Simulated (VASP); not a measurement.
## BiRu: single point with PBE

Crystal: BiRu.

```
Bi Ru
1.0
     5.44427    0.00000    0.00000
     0.00000    5.44427    0.00000
     0.00000    0.00000    5.44427
Bi Ru
4 4
Direct
  0.13400 0.13400 0.13400
  0.36600 0.86600 0.63400
  0.63400 0.36600 0.86600
  0.86600 0.63400 0.36600
  0.84450 0.84450 0.84450
  0.65550 0.15550 0.34450
  0.34450 0.65550 0.15550
  0.15550 0.34450 0.65550
```

| Item | Value |
| --- | --- |
| Program | VASP 6.6.1 |
| Task | single point |
| Functional | PBE |
| Potentials or basis | VASP PAW PBE potentials, release 64 (Bi_d, Ru_pv) |
| Cutoff | 520 eV |
| k mesh | 4 × 4 × 4 |
| Occupations | gaussian, width 0.1 eV |
| Spin | no spin polarisation |

The pressure is -0.2 GPa and the largest force is 1.396 eV/Å. The band gap on the k mesh is zero (bands 58 and 59 overlap by 0.13 eV).

Forces in eV/Å, atoms in the order of the input:
```
Bi   0.806  0.806  0.806
Bi  -0.806 -0.806  0.806
Bi   0.806 -0.806 -0.806
Bi  -0.806  0.806 -0.806
Ru  -0.110 -0.110 -0.110
Ru   0.110  0.110 -0.110
Ru  -0.110  0.110  0.110
Ru   0.110 -0.110  0.110
```

Levels at points of the mesh, in eV from the Fermi level:
```tsv
k point	band 56	band 57	band 58	band 59	band 60	band 61
(0.00, 0.00, 0.00)	-0.28	-0.03	-0.03	-0.03	0.42	0.42
(0.50, 0.00, 0.00)	-0.35	-0.34	-0.34	0.42	0.42	1.18
(0.50, 0.50, 0.00)	-0.58	-0.11	-0.11	0.22	0.22	1.18
(0.50, 0.50, 0.50)	-0.78	-0.15	-0.15	-0.15	-0.15	1.65
```

It took 2.5 min on 1 thread of Intel(R) Xeon(R) 6975P-C (Granite Rapids), on a shared host, peak memory 0.29 GiB.

Caveat: spin-orbit coupling is left out, which moves the levels of the heavy elements; forces of over 1 eV/Å act on the atoms, so gaps and moduli don't describe the material at rest.
